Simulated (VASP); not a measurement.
Here is a VASP 6.6.1 calculation.

The input INCAR:

```
PREC     = Accurate       # precision mode
ENCUT    = 600            # plane-wave cutoff, eV
EDIFF    = 1E-7           # SCF threshold, eV
ISMEAR   = -1             # smearing method
SIGMA    = 0.05           # smearing width, eV
LREAL    = F              # projectors in reciprocal space
LASPH    = T              # aspherical terms in the spheres
NELM     = 60             # most SCF steps
ALGO     = Normal         # electronic algorithm
ISIF     = 3              # what is computed and relaxed
LWAVE    = F              # write WAVECAR
LCHARG   = F              # write CHGCAR
GGA      = PE             # functional
IBRION   = 2              # ionic algorithm
NSW      = 60             # ionic steps
EDIFFG   = -0.005         # ionic threshold
```

File KPOINTS:

```
Automatic mesh
0
Gamma
  13 13 13
```

The input POSCAR:

```
InP
1.0
    0.0000000000      2.5708039839      2.5708039839
    2.5708039839      0.0000000000      2.5708039839
    2.5708039839      2.5708039839      0.0000000000
In P
1 1
Direct
    0.0000000000      0.0000000000      0.0000000000
    0.5000000000      0.5000000000      0.5000000000
```

Potentials or basis: VASP PAW PBE potentials, release 64 (In_d, P).

The run is started by

```sh
$ cat potpaw_PBE.64/In_d/POTCAR potpaw_PBE.64/P/POTCAR > POTCAR
$ mpirun -np 1 vasp_std > vasp.out
```

Task: Estimate the relaxed cell.

Result: a = 3.916 Å, b = 3.916 Å, c = 3.916 Å, α = 60.00°, β = 60.00°, γ = 60.00°.

Task: Estimate the space group after relaxing (to 0.05 Å).

Result: Fm-3m (No. 225).

Step by step:
| step | energy change (eV) | largest force (eV/Å) | pressure (GPa) | volume (Å³) |
| --- | --- | --- | --- | --- |
| 1 | 0.0000 | 0.0000 | 28.05 | 33.98 |
| 2 | -0.3390 | 0.0000 | -8.42 | 50.81 |
| 3 | -0.6010 | 0.0000 | -0.14 | 42.56 |
| 4 | -0.6010 | 0.0000 | 0.18 | 42.38 |
| 5 | -0.6010 | 0.0000 | 0.18 | 42.38 |
| 6 | -0.6010 | 0.0000 | 0.17 | 42.38 |
| 7 | -0.6010 | 0.0000 | 0.17 | 42.38 |
| 8 | -0.6010 | 0.0000 | 0.17 | 42.38 |
| 9 | -0.6010 | 0.0000 | 0.17 | 42.38 |
| 10 | -0.6010 | 0.0000 | 0.17 | 42.38 |
| 11 | -0.6010 | 0.0000 | 0.17 | 42.38 |
| 12 | -0.6010 | 0.0000 | 0.17 | 42.38 |
| 13 | -0.6010 | 0.0000 | 0.18 | 42.38 |
| 14 | -0.6010 | 0.0000 | 0.16 | 42.38 |
| 15 | -0.6010 | 0.0000 | 0.15 | 42.39 |
| 16 | -0.6010 | 0.0000 | 0.13 | 42.40 |
| 17 | -0.6010 | 0.0000 | 0.10 | 42.42 |
| 18 | -0.6010 | 0.0000 | 0.02 | 42.46 |

Caveat: the volume moved by over 15 % at a fixed basis, so the end points are rough.
